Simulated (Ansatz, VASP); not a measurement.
# One calculation of Al3Ag5, two programs

```
Al Ag
1.0
     5.34720    0.00000    0.00000
    -2.67360    4.63081    0.00000
     0.00000    0.00000    7.23664
Al Ag
3 5
Direct
  0.50000 0.00000 0.00000
  0.00000 0.50000 0.00000
  0.50000 0.50000 0.00000
  0.33333 0.66667 0.31245
  0.66667 0.33333 0.31245
  0.66667 0.33333 0.68755
  0.33333 0.66667 0.68755
  0.00000 0.00000 0.00000
```

Alike in both runs: functional PBE; k mesh 6 × 6 × 4; occupations gaussian, width 0.1 eV; no spin polarisation.

Ansatz relaxed the structure, and its values are those at the end. VASP's run is a single point on that final structure, the one shown.

|  | VASP | Ansatz |
| --- | --- | --- |
| version | VASP 6.6.1 | Ansatz 0.2.0 |
| potentials or method | VASP PAW PBE potentials, release 64 (Al, Ag), cutoff 520 eV | scalar-relativistic, plane waves, PAW |
| valence electrons in the cell | 64 | 104 |

```csv
,VASP,Ansatz,Ansatz less VASP
gap on the k mesh at the Fermi level (eV),none,none,-
pressure (GPa),0.0,0.0,0.00
rms of the force components (eV/Å),0.001,0.004,+0.0034
```

A gap of «none» marks a metal or a gap that the smearing closes. The functional is the same, so the differences come from potentials, cutoffs and numerics. VASP's potentials hold 64 valence electrons a cell and Ansatz's 104, so a difference there can come from the potentials and not from the codes.
